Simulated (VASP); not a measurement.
A run of VASP 6.6.1:

INCAR

```
SYSTEM = H4C
PREC = Accurate ; ENCUT = 520
EDIFF = 1E-7 ; ISMEAR = -1
SIGMA = 0.05 ; LREAL = Auto
LASPH = .True. ; NELM = 100
ALGO = Normal ; ISIF = 2
LWAVE = .False. ; LCHARG = .False.
GGA = PE ; IVDW = 12
NBANDS = 58
```

Contents of KPOINTS:

```
Automatic mesh
0
Gamma
  1 1 1
  0 0 0
```

Contents of POSCAR:

```
H4C
1.0
    7.6834750000      0.0000000000      0.0000000000
    0.0000000000      7.6834750000      0.0000000000
    0.0000000000      0.0000000000      7.6834750000
C H
8 32
Direct
   -0.1124621346      0.4664686226      0.7532659376
    1.1127647321      0.5043681407      0.2253537625
    0.0527625846      1.0418983598      0.0687189065
    0.4811104351      0.2050244193      0.2604680825
   -0.0022515854      0.0692395043      0.5496991921
    0.4460221449      0.3243974894      0.7726582048
    0.6600008460      0.7382336768      0.2144732689
    0.4477401176      0.8335421147      0.6467386176
   -0.1451947198      0.5983750842      0.7749228051
    0.0280992650      0.4479223268      0.7697038124
   -0.1215725957      0.4348423077      0.6131210162
   -0.1969551538      0.3789040766      0.8263188206
    0.9940293943      0.5767312316      0.2049333147
    1.2087629621      0.5964358575      0.2750448202
    1.1268078571      0.4665727422      0.0929006732
    1.1014677604      0.4092809569      0.3251523562
   -0.0527235398      0.9707456587      0.1172516342
    0.1357979300      0.9651362177     -0.0199909546
    0.1139328234      1.0758153049      0.1909032046
    0.0124032420      1.1464734381     -0.0035140350
    0.4952316497      0.3350306990      0.2000266806
    0.3484881515      0.1488649342      0.2514357111
    0.5286410120      0.2196922616      0.3969818344
    0.5812344024      0.1182667999      0.2105297408
   -0.0894386980      0.1244488984      0.6550811970
    0.1379193659      0.1241235248      0.5731000621
   -0.0267066659      0.1223014326      0.4126778573
   -0.0263552624     -0.0809529542      0.5639245263
    0.4787677451      0.4353238606      0.8562011330
    0.5556600366      0.2728583096      0.7116181155
    0.3749215036      0.3850991901      0.6665603780
    0.3867651030      0.2087336784      0.8305356626
    0.7038481937      0.7686626168      0.0797816092
    0.6699052187      0.5914251039      0.2292061860
    0.5360074706      0.8032433241      0.2351930604
    0.7449103433      0.8010568135      0.3198813037
    0.5223157491      0.9449370239      0.5834729728
    0.5066848008      0.7037050293      0.6012383720
    0.3155863721      0.8485743755      0.6037762861
    0.4282827757      0.8549647132      0.7967098221
```

Potentials or basis: VASP PAW PBE potentials, release 64 (C, H).

Launch:

```bash
$ cat potpaw_PBE.64/C/POTCAR potpaw_PBE.64/H/POTCAR > POTCAR
$ mpirun -np 1 vasp_gam > vasp.out
```

Hardware: 1 thread of Intel(R) Xeon(R) Platinum 8488C (Sapphire Rapids), with other jobs on the host.

Task: How long does it take, and how much memory?

Result: Run time: 62 s on 1 thread of Intel(R) Xeon(R) Platinum 8488C (Sapphire Rapids) (shared host), peak memory 0.45 GiB. Counts: scf iterations 19, k points 1.
